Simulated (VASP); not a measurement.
# Pt (Fm-3m) in VASP: a series of runs

Runs on Pt. Level: PBEsol+D3(BJ). Tasks: single point.

All numbers are computed with VASP 6.6.1; they aren't measurements. Logs are shortened: lines on timing, memory, paths and dates and some standing lists are left out, and cuts for length are marked.

### Step 1. The cell of the first run

The structure is cubic, space group Fm-3m (No. 225). Conventional cell: a = 3.893 Å, b = 3.893 Å, c = 3.893 Å, α = 90.00°, β = 90.00°, γ = 90.00°. Pt (site symmetry m-3m) has 12 Pt at 2.75 Å within 3.6 Å.

### Step 2. Single point, PBEsol+D3(BJ)

File INCAR:

```
SYSTEM = Pt
PREC     = Accurate       ! precision mode
ENCUT    = 520            ! plane-wave cutoff, eV
EDIFF    = 1E-6           ! SCF threshold, eV
ISMEAR   = -1             ! smearing method
SIGMA    = 0.05           ! smearing width, eV
LREAL    = .False.        ! projectors in reciprocal space
LASPH    = .True.         ! aspherical terms in the spheres
NELM     = 80             ! most SCF steps
ALGO     = Normal         ! electronic algorithm
ISIF     = 2              ! what is computed and relaxed
LWAVE    = .False.        ! write WAVECAR
LCHARG   = .False.        ! write CHGCAR
GGA      = PS             ! functional
IVDW     = 12             ! dispersion correction
NBANDS   = 11             ! bands
```

File KPOINTS:

```
Automatic mesh
0
Gamma
  20 20 20
  0 0 0
```

File POSCAR:

```
Pt
1.0
    0.0000000000      1.9465079790      1.9465079790
    1.9465079790      0.0000000000      1.9465079790
    1.9465079790      1.9465079790      0.0000000000
Pt
1
Direct
    0.0000000000      0.0000000000      0.0000000000
```

Potentials or basis: VASP PAW PBE potentials, release 64 (Pt).

Run with:

```bash
> cat potpaw_PBE.64/Pt/POTCAR > POTCAR
> mpirun -np 1 vasp_std > vasp.out
```

OUTCAR:

```text
SYSTEM = Pt
   PREC = Accurate
   ENCUT = 520
   EDIFF = 1E-6
   ISMEAR = -1
   LREAL = .False.
   LASPH = .True.
   NELM = 80
   ISIF = 2
   GGA = PS
   IVDW = 12
 IVDW          = 12

 ion  position               nearest neighbor table
   1  0.000  0.000  0.000-

  LATTYP: Found a face centered cubic cell.
 ALAT       =     3.8930159580

  Lattice vectors:

 A1 = (   0.0000000000,   1.9465079790,   1.9465079790)
 A2 = (   1.9465079790,   0.0000000000,   1.9465079790)
 A3 = (   1.9465079790,   1.9465079790,   0.0000000000)

Analysis of symmetry for initial positions (statically):
=====================================================================
 Subroutine PRICEL returns:
 Original cell was already a primitive cell.

 Routine SETGRP: Setting up the symmetry group for a
 face centered cubic supercell.

 Subroutine GETGRP returns: Found 48 space group operations
 (whereof 48 operations were pure point group operations)
 out of a pool of 48 trial point group operations.

The static configuration has the point symmetry O_h .

Analysis of symmetry for dynamics (positions and initial velocities):
=====================================================================
 Subroutine PRICEL returns:
 Original cell was already a primitive cell.

 Routine SETGRP: Setting up the symmetry group for a
 face centered cubic supercell.

 Subroutine GETGRP returns: Found 48 space group operations
 (whereof 48 operations were pure point group operations)
 out of a pool of 48 trial point group operations.

The dynamic configuration has the point symmetry O_h .

 Subroutine INISYM returns: Found 48 space group operations
 (whereof 48 operations are pure point group operations),
 and found     1 'primitive' translations

----------------------------------------------------------------------------------------

                                     Primitive cell

  volume of cell :      14.7502

  direct lattice vectors                    reciprocal lattice vectors
     0.000000000  1.946507979  1.946507979    -0.256870255  0.256870255  0.256870255
     1.946507979  0.000000000  1.946507979     0.256870255 -0.256870255  0.256870255
     1.946507979  1.946507979  0.000000000     0.256870255  0.256870255 -0.256870255

  length of vectors
     2.752777983  2.752777983  2.752777983     0.444912332  0.444912332  0.444912332

  position of ions in fractional coordinates (direct lattice)
     0.000000000  0.000000000  0.000000000

  ion indices of the primitive-cell ions
   primitive index   ion index
                 1           1

----------------------------------------------------------------------------------------

 KPOINTS: Automatic mesh

Automatic generation of k-mesh.
 Grid dimensions read from file:
 generate k-points for:   20   20   20

 Generating k-lattice:

  Cartesian coordinates                     Fractional coordinates (reciprocal lattice)
    -0.012843513  0.012843513  0.012843513     0.050000000  0.000000000  0.000000000
     0.012843513 -0.012843513  0.012843513     0.000000000  0.050000000  0.000000000
     0.012843513  0.012843513 -0.012843513     0.000000000  0.000000000  0.050000000

  Length of vectors
     0.022245617  0.022245617  0.022245617

  Shift w.r.t. Gamma in fractional coordinates (k-lattice)
     0.000000000  0.000000000  0.000000000

 Subroutine IBZKPT returns following result:
 ===========================================

 Found    256 irreducible k-points:

 Following reciprocal coordinates:
            Coordinates               Weight
  0.000000  0.000000  0.000000      1.000000
  0.050000  0.000000  0.000000      8.000000
  0.100000  0.000000  0.000000      8.000000
  0.150000  0.000000  0.000000      8.000000
  0.200000  0.000000  0.000000      8.000000
  0.250000  0.000000  0.000000      8.000000
[... 16 lines left out ...]
 -0.400000  0.050000  0.000000     24.000000
 -0.350000  0.050000  0.000000     24.000000
 [... further k-points ...]
   k-points           NKPTS =    256   k-points in BZ     NKDIM =    256   number of bands    NBANDS=     11
   number of dos      NEDOS =    301   number of ions     NIONS =      1
   total plane-waves  NPLWV =   8000
   dimension x,y,z NGX =    20 NGY =   20 NGZ =   20
   dimension x,y,z NGXF=    40 NGYF=   40 NGZF=   40
   ions per type =               1
   NGX,Y,Z   is equivalent  to a cutoff of  12.08, 12.08, 12.08 a.u.
   NGXF,Y,Z  is equivalent  to a cutoff of  24.16, 24.16, 24.16 a.u.
 SYSTEM =  Pt
   PREC   = accura    normal or accurate (medium, high low for compatibility)
   ISTART =      0    job   : 0-new  1-cont  2-samecut
   ICHARG =      2    charge: 1-file 2-atom 10-const
   ISPIN  =      1    spin polarized calculation?
   LNONCOLLINEAR =      F non collinear calculations
   LSORBIT =      F    spin-orbit coupling
   LASPH  =      T    aspherical Exc in radial PAW
   ENCUT  =  520.0 eV  38.22 Ry    6.18 a.u.   5.12  5.12  5.12*2*pi/ulx,y,z
   NELM   =     80;   NELMIN=  2; NELMDL= -5     # of ELM steps
   EDIFF  = 0.1E-05   stopping-criterion for ELM
   LREAL  =      F    real-space projection
   EDIFFG = 0.1E-04   stopping-criterion for IOM
   NSW    =      0    number of steps for IOM
   IBRION =     -1    ionic relax: 0-MD 1-quasi-New 2-CG
   NFREE  =      0    steps in history (QN), initial steepest desc. (CG)
   ISIF   =      2    stress and relaxation
   ISYM   =      2    0-nonsym 1-usesym 2-fastsym
   POTIM  = 0.5000    time-step for ionic-motion
   TEBEG  =    0.0;   TEEND  =   0.0 temperature during run
   PSTRESS=    0.0 pullay stress
   NELECT =      10.0000    total number of electrons
   NUPDOWN=      -1.0000    fix difference up-down
   EMIN   =  10.00;   EMAX   =-10.00  energy-range for DOS
   EFERMI =   0.00;   METHOD = LEGACY
   ISMEAR =    -1;   SIGMA  =   0.05  broadening in eV -4-tet -1-fermi 0-gaus
   EFERMI_NEDOS =   21; number of points for ismear=-14 and -15
   IALGO  =     38    algorithm
   IMIX   =      4    mixing-type and parameters
     AMIX     =   0.40;   BMIX     =  1.00
     AMIX_MAG =   1.60;   BMIX_MAG =  1.00
  volume/ion in A,a.u.               =      14.75        99.54
  Fermi-wavevector in a.u.,A,eV,Ry     =   1.438165  2.717737 28.141173  2.068318
  Thomas-Fermi vector in A             =   2.557162
   LORBIT       =      0    0 simple, 1 ext, 2 COOP (PROOUT), +10 PAW based schemes
   GGA     = PS    functional components
   LHFCALC =     F    Hartree Fock is set to
   AEXX    =    0.0000 exact exchange contribution
   IVDW    =    12    specifies the selected vdW correction
   LEPSILON=     F    determine dielectric tensor
   LRPA    =     F    only Hartree local field effects (RPA)
 non-spin polarized calculation
  energy-cutoff  :      520.00
  volume of cell :       14.75
 maximum number of plane-waves:       415
   NGX = 11   NGY = 11   NGZ = 11

 number of electron      10.0000000 magnetization

 Free energy of the ion-electron system (eV)
  ---------------------------------------------------
  ext. energy  EPLUGINS =         0.00000000
  ---------------------------------------------------
  free energy    TOTEN  =        -6.96715835 eV

  energy without entropy =       -6.95341837  energy(sigma->0) =       -6.96028836

 E-fermi :  11.5386     XC(G=0): -13.7593

 val. band max:       11.5333047415   @ k =  -0.4500   0.1000   0.0500
 cond. band min:      11.5402136550   @ k =   0.4000   0.1000   0.0500
 fundamental gap:      0.0069089135
 Fermi energy:        11.5386375012

 k-point     1 :       0.0000    0.0000    0.0000
  band No.  band energies     occupation
      1       0.9794      2.00000
      2       7.5861      2.00000
      3       7.5861      2.00000
      4       7.5861      2.00000
      5       9.8462      2.00000
      6       9.8462      2.00000
      7      26.0876      0.00000
      8      31.1719      0.00000
      9      31.1719      0.00000
     10      31.1719      0.00000
     11      36.5510      0.00000

 k-point     2 :       0.0500    0.0000    0.0000
  band No.  band energies     occupation
      1       1.0827      2.00000
      2       7.5380      2.00000
      3       7.6282      2.00000
      4       7.6282      2.00000
      5       9.8215      2.00000
      6       9.8215      2.00000
      7      26.2527      0.00000
      8      30.6113      0.00000
      9      31.3334      0.00000
     10      31.3334      0.00000
     11      37.1836      0.00000

 k-point     3 :       0.1000    0.0000    0.0000
  band No.  band energies     occupation
      1       1.3851      2.00000
      2       7.4103      2.00000
      3       7.7418      2.00000
      4       7.7418      2.00000
      5       9.7644      2.00000
      6       9.7644      2.00000
      7      26.7132      0.00000
      8      29.3914      0.00000
      9      31.8063      0.00000
     10      31.8063      0.00000
     11      38.2388      0.00000

 k-point     4 :       0.1500    0.0000    0.0000
  band No.  band energies     occupation
      1       1.8608      2.00000
      2       7.2519      2.00000
      3       7.8844      2.00000
      4       7.8844      2.00000
      5       9.7266      2.00000
      6       9.7266      2.00000
      7      27.3479      0.00000
      8      27.9771      0.00000
      9      32.5544      0.00000
     10      32.5544      0.00000
     11      37.2841      0.00000
[... 239 lines left out ...]
 k-point    22 :      -0.4500    0.0500    0.0000
  band No.  band energies     occupation
      1       4.0074      2.00000
      2       7.4716      2.00000
      3       7.5963      2.00000
      4      10.1187      2.00000
      5      11.4553      1.68247
      6      12.2212      0.00000
      7      17.7684      0.00000
      8      25.8526      0.00000
      9      30.2906      0.00000
     10      30.8274      0.00000
     11      39.7751      0.00000

 k-point    23 :      -0.4000    0.0500    0.0000
  band No.  band energies     occupation
      1       4.0033      2.00000
      2       7.5470      2.00000
      3       7.6519      2.00000
      4       9.4434      2.00000
      5      11.1459      1.99922
      6      11.8414      0.00468
      7      19.0334      0.00000
      8      26.1183      0.00000
      9      30.5820      0.00000
     10      31.6306      0.00000
     11      38.6276      0.00000

 k-point    24 :      -0.3500    0.0500    0.0000
  band No.  band energies     occupation
      1       3.9485      2.00000
      2       7.6640      2.00000
      3       7.7560      2.00000
      4       8.5054      2.00000
      5      10.7192      2.00000
      6      11.3961      1.89073
      7      20.7680      0.00000
      8      26.6053      0.00000
      9      31.2535      0.00000
     10      32.8502      0.00000
     11      37.0867      0.00000

 [... further k-points ...]

------------------------ aborting loop because EDIFF is reached ----------------------------------------

 Edisp (eV)   -0.76584

 E8    (eV) :    -0.5237

  FORCE on cell =-STRESS in cart. coord.  units (eV):
  Direction    XX          YY          ZZ          XY          YZ          ZX
  --------------------------------------------------------------------------------------
  -------------------------------------------------------------------------------------
  Total      -0.27248    -0.27248    -0.27248    -0.00000     0.00000    -0.00000
  in kB     -29.59690   -29.59690   -29.59690    -0.00000     0.00000    -0.00000
  external pressure =      -29.60 kB  Pullay stress =        0.00 kB

 VOLUME and BASIS-vectors are now :
 -----------------------------------------------------------------------------
  energy-cutoff  :      520.00
  volume of cell :       14.75
      direct lattice vectors                 reciprocal lattice vectors
     0.000000000  1.946507979  1.946507979    -0.256870255  0.256870255  0.256870255
     1.946507979  0.000000000  1.946507979     0.256870255 -0.256870255  0.256870255
     1.946507979  1.946507979  0.000000000     0.256870255  0.256870255 -0.256870255

 POSITION                                       TOTAL-FORCE (eV/Angst)
 -----------------------------------------------------------------------------------
      0.00000      0.00000      0.00000         0.000000      0.000000      0.000000
 -----------------------------------------------------------------------------------
    total drift:                                0.000000      0.000000      0.000000

  FREE ENERGIE OF THE ION-ELECTRON SYSTEM (eV)
  ---------------------------------------------------
  free  energy   TOTEN  =        -7.7329960556 eV

  energy  without entropy=       -7.7192560795  energy(sigma->0) =       -7.72612607
```

It took 12 s on 1 thread of Intel Xeon 6975P-C (Granite Rapids), shared host; peak memory 0.16 GiB.

What came out:

```
Free energy                : -7.7330 eV
Pressure                   : -3.0 GPa
Band gap on the k mesh     : zero (band 5 reaches 12.05 eV, above the bottom of band 6 at 9.73 eV)
Dispersion energy per atom : -0.766 eV
```

Caveat: three body term missing; the PAW data sets were made with another functional, which shifts forces and pressure a little; spin-orbit coupling is left out, which moves the levels of the heavy elements; pairwise dispersion overbinds metals, which lowers pressure and volume.

### Step 3. Single point, PBEsol+D3(BJ)

This run uses another cell than the first one, of 15.08 Å³/atom, 1.022 times its volume.

File INCAR:

```
PREC = Accurate
ENCUT = 520
EDIFF = 1E-6
ISMEAR = -1
SIGMA = 0.05
LREAL = False
LASPH = True
NELM = 80
ALGO = Normal
ISIF = 2
LWAVE = False
LCHARG = False
GGA = PS
IVDW = 12
NBANDS = 11
```

File KPOINTS:

```
Automatic mesh
0
Gamma
  20 20 20
```

File POSCAR:

```
Pt
1.0
    0.0000000000      1.9609000000      1.9609000000
    1.9609000000      0.0000000000      1.9609000000
    1.9609000000      1.9609000000      0.0000000000
Pt
1
Direct
    0.0000000000      0.0000000000      0.0000000000
```

Potentials or basis: VASP PAW PBE potentials, release 64 (Pt).

Run with:

```bash
> cat potpaw_PBE.64/Pt/POTCAR > POTCAR
> mpirun -np 1 vasp_std > vasp.out
```

Wall time 14 s (1 thread of Intel Xeon 6975P-C (Granite Rapids), shared host); peak memory 0.18 GiB.

It converged, with:

- Free energy: -7.7206 eV
- Pressure: -9.2 GPa
- Band gap on the k mesh: zero (band 5 reaches 11.60 eV, above the bottom of band 6 at 9.36 eV)
- Dispersion energy per atom: -0.749 eV

Levels at points of the mesh, in eV from the Fermi level:
| k point | band 3 | band 4 | band 5 | band 6 | band 7 | band 8 |
| --- | --- | --- | --- | --- | --- | --- |
| (0.00, 0.00, 0.00) | -3.81 | -3.81 | -1.63 | -1.63 | 14.62 | 19.57 |
| (0.50, 0.00, 0.00) | -3.87 | -0.56 | 0.04 | 0.04 | 5.80 | 14.17 |
| (0.50, 0.50, 0.00) | 0.01 | 0.49 | 0.49 | 1.70 | 8.82 | 11.33 |

Caveat: three body term missing; the PAW data sets were made with another functional, which shifts forces and pressure a little; spin-orbit coupling is left out, which moves the levels of the heavy elements; pairwise dispersion overbinds metals, which lowers pressure and volume.
